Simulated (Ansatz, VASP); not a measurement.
**SnO2: VASP beside Ansatz**

The input INCAR:

```
SYSTEM = SnO2
ALGO = Normal
EDIFF = 1E-6
ENCUT = 520
GGA = PE
ISIF = 2
ISMEAR = 0
LASPH = .TRUE.
LCHARG = .TRUE.
LELF = .TRUE.
LREAL = .FALSE.
LVHAR = .TRUE.
LWAVE = .FALSE.
NBANDS = 20
NELM = 80
PREC = Accurate
SIGMA = 0.05
```

The input KPOINTS:

```
k-points
0
G
  12 12 12
  0 0 0
```

File POSCAR:

```
SnO2
1.0
    1.6310229378      0.9416715322      4.9616252294
   -1.6310229378      0.9416715322      4.9616252294
    0.0000000000     -1.8833430644      4.9616252294
Sn O
1 2
Direct
    0.5000000000      0.5000000000      0.5000000000
    0.2521652253      0.2521652253      0.2521652253
    0.7478347747      0.7478347747      0.7478347747
```

Input for Ansatz:

```yaml
crystal:
  lattice:
    - [1.6310229378, 0.9416715322, 4.9616252294]
    - [-1.6310229378, 0.9416715322, 4.9616252294]
    - [0.0, -1.8833430644, 4.9616252294]
  atoms:
    - { symbol: Sn, position: [0.5, 0.5, 0.5] }
    - { symbol: O, position: [0.2521652253, 0.2521652253, 0.2521652253] }
    - { symbol: O, position: [0.7478347747, 0.7478347747, 0.7478347747] }
basis:
  ecutwfc: 520.0
kpoints:
  mp_grid: { grid: [12, 12, 12] }
hamiltonian:
  xc: pbe
  pseudopotentials: { kind: paw, azcp: { folder: soft_1 } }
scf:
  occupations: { method: gaussian, width: 0.05 }
output:
  forces: true
  stress: true
  eigenvalues: true
```

Alike in both runs: task single point; functional PBE; k mesh 12 × 12 × 12; occupations gaussian, width 0.05 eV; no spin polarisation.

```csv
,VASP,Ansatz
version,VASP 6.6.1,Ansatz 0.2.0
potentials or method,"VASP PAW PBE potentials, release 64 (Sn_d, O), cutoff 520 eV","scalar-relativistic, plane waves, PAW"
valence electrons in the cell,26,26
```

|  | VASP | Ansatz | Ansatz less VASP |
| --- | --- | --- | --- |
| gap on the k mesh at the Fermi level (eV) | 1.24 | 1.27 | +0.023 |
| least direct gap on the mesh (eV) | 1.25 | 1.28 | +0.026 |
| pressure (GPa) | -16.2 | -16.6 | -0.33 |
| traceless stress, the component that is largest in VASP (GPa) | -8.78 | -8.67 | +0.107 |
| rms of the force components (eV/Å) | 1.407 | 1.430 | +0.0231 |

Atom by atom the forces differ by 0.023 eV/Å (rms over components).
